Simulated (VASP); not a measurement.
Here is a VASP 6.6.1 calculation.

The input INCAR:

```
SYSTEM = BN
PREC = Accurate ; ENCUT = 600
EDIFF = 1E-6 ; ISMEAR = -1
SIGMA = 0.05 ; LREAL = .False.
LASPH = .True. ; NELM = 120
ALGO = Normal ; ISIF = 2
LWAVE = .False. ; LCHARG = .False.
GGA = PS ; NBANDS = 11
GGA_COMPAT = .False.
```

File KPOINTS:

```
Automatic mesh
0
Gamma
  10 10 10
  0 0 0
```

POSCAR

```
BN
1.0
    0.0000000000      1.8855210400      1.8130010000
    1.8855210400      0.0000000000      1.8130010000
    1.8855210400      1.8855210400      0.0000000000
N B
1 1
Direct
    0.2500000000      0.2500000000      0.2500000000
    0.0000000000      0.0000000000      0.0000000000
```

Potentials or basis: VASP PAW PBE potentials, release 64 (N, B).

Run with:

```bash
$ cat potpaw_PBE.64/N/POTCAR potpaw_PBE.64/B/POTCAR > POTCAR
$ mpirun -np 1 vasp_std > vasp.out
```

(1) What does it give for the pressure?

(2) Predict the band gap on the k mesh.

## Answers

(1) -30.8 GPa.

(2) 3.56 eV, indirect (least direct gap 7.96 eV).

Caveat: the PAW data sets were made with another functional, which shifts forces and pressure a little.
